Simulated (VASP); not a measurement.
Write the native input for VASP 6.6.1 that does the following.

| Quantity | Value |
| --- | --- |
| Task | single point |
| Functional | PBEsol |
| Potentials or basis | VASP PAW PBE potentials, release 64 (Ti_sv, N) |
| Cutoff | 520 eV |
| k mesh | 20 × 20 × 20 |
| Occupations | gaussian, width 0.15 eV |
| Spin | collinear spin, ferromagnetic start |
| Starting moments | [0.625, 0.0] μB |
| Fixed moment | 0.625 μB |
| Dipole correction | no |
| Further INCAR settings | ALGO = Normal; EDIFF = 1e-06; NBANDS = 20 |

The structure of TiN lies in POSCAR:

```
TiN
1.0
    0.0000000000      2.1019496216      2.1019496216
    2.1019496216      0.0000000000      2.1019496216
    2.1019496216      2.1019496216      0.0000000000
Ti N
1 1
Direct
    0.0000000000      0.0000000000      0.0000000000
    0.5000000000      0.5000000000      0.5000000000
```

One way to write it, as run:

INCAR

```
PREC     = Accurate       # precision mode
ENCUT    = 520            # plane-wave cutoff, eV
EDIFF    = 1E-6           # SCF threshold, eV
ISMEAR   = 0              # smearing method
SIGMA    = 0.15           # smearing width, eV
LREAL    = F              # projectors in reciprocal space
LASPH    = T              # aspherical terms in the spheres
NELM     = 150            # most SCF steps
ALGO     = Normal         # electronic algorithm
ISIF     = 2              # what is computed and relaxed
LWAVE    = F              # write WAVECAR
LCHARG   = F              # write CHGCAR
ISPIN    = 2              # spin polarisation
MAGMOM   = 0.625 0        # initial moments
LORBIT   = 11             # projections on sites
NUPDOWN  = 0.625          # fixed moment
LMAXMIX  = 4              # l up to which the mixer works
GGA      = PS             # functional
NBANDS   = 20             # bands
```

KPOINTS

```
Automatic mesh
0
Gamma
  20 20 20
```

Potentials or basis: VASP PAW PBE potentials, release 64 (Ti_sv, N).

The run is started by

```console
$ cat potpaw_PBE.64/Ti_sv/POTCAR potpaw_PBE.64/N/POTCAR > POTCAR
$ mpirun -np 1 vasp_std > vasp.out
```

It gave:

- Pressure: 3.7 GPa
- Net moment: 0.62 μB per cell
- Site moments: Ti +0.47; N +0.03 μB
- Valence electrons inside the program's atomic spheres: Ti 10.46; N 3.75

Caveat: the PAW data sets were made with another functional, which shifts forces and pressure a little; the total moment is fixed, so each spin has its own Fermi level.

It took 2.9 min on 1 thread of Intel Xeon 8259CL, on a shared host, peak memory 0.26 GiB.
